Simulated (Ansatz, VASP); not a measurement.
# Two plane-wave programs on TiAl3

```
CELL_PARAMETERS angstrom
-1.95868 1.95868 4.24176
1.95868 -1.95868 4.24176
1.95868 1.95868 -4.24176
ATOMIC_POSITIONS crystal
Ti 0.00000 0.00000 0.00000
Al 0.50000 0.50000 0.00000
Al 0.75000 0.25000 0.50000
Al 0.25000 0.75000 0.50000
```

Change from the starting cell: normal strain along x +0.0367, normal strain along y +0.0367.

Alike in both runs: task single point; functional LDA; k mesh 14 × 14 × 14; occupations gaussian, width 0.15 eV; no spin polarisation.

|  | VASP | Ansatz |
| --- | --- | --- |
| version | VASP 6.6.1 | Ansatz 0.2.0 |
| potentials or method | VASP PAW LDA potentials, release 64 (Ti_sv, Al), cutoff 520 eV | scalar-relativistic, plane waves, PAW |
| valence electrons in the cell | 21 | 21 |

|  | VASP | Ansatz | Ansatz less VASP |
| --- | --- | --- | --- |
| gap on the k mesh at the Fermi level (eV) | none | none | - |
| pressure (GPa) | -7.1 | -7.3 | -0.14 |
| traceless stress, the component that is largest in VASP (GPa) | 3.98 | 3.98 | -0.004 |

Ansatz warns that its potentials were made for another functional, while VASP's fit it. LDA's correlation is that of Perdew and Zunger in VASP and of Perdew and Wang (1992) in Ansatz. A gap of «none» marks a metal or a gap that the smearing closes.
